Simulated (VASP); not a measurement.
Input of a VASP 6.6.1 run:

File POSCAR:

```
CdF2
1.0
    0.0000000000      2.7383621950      2.6941776810
    2.7383621950      0.0000000000      2.6941776810
    2.7383621950      2.7383621950      0.0000000000
Cd F
1 2
Direct
    0.0000000000      0.0000000000      0.0000000000
    0.2500000000      0.2500000000      0.2500000000
    0.7500000000      0.7500000000      0.7500000000
```

INCAR.step1

```
SYSTEM = CdF2
  PREC = Accurate
  ENCUT = 520
  ISMEAR = 0
  SIGMA = 0.01
  LREAL = .False.
  LASPH = .True.
  NELM = 100
  NBANDS = 20
  GGA = PE
  ALGO = Normal
  EDIFF = 1E-4
  LWAVE = .True.
  LCHARG = .False.
```

File INCAR.step2:

```
SYSTEM = CdF2
  PREC = Accurate
  ENCUT = 520
  EDIFF = 1E-6
  ISMEAR = 0
  SIGMA = 0.01
  LREAL = .False.
  LASPH = .True.
  NELM = 100
  ALGO = Normal
  ISIF = 2
  LWAVE = .False.
  LCHARG = .False.
  METAGGA = R2SCAN
  LMIXTAU = .True.
  NBANDS = 20
  ISTART = 1
```

KPOINTS

```
regular mesh
0
Gamma
  8 8 8
  0 0 0
```

Potentials or basis: VASP PAW PBE potentials, release 64 (Cd, F).

Launch:

```console
$ cat potpaw_PBE.64/Cd/POTCAR potpaw_PBE.64/F/POTCAR > POTCAR
$ cp INCAR.step1 INCAR
$ mpirun -np 1 vasp_std > vasp.out
$ cp INCAR.step2 INCAR
$ mpirun -np 1 vasp_std > vasp.out
```

(1) Estimate the band gap on the k mesh.

(2) What does it give for the pressure?

Results:

(1) 3.62 eV (least direct gap 4.16 eV).

(2) -2.6 GPa.

Caveat: the cell differs from its parent crystal (biaxial xy strain +1.6%); the PAW data sets were made with another functional, which shifts forces and pressure a little.
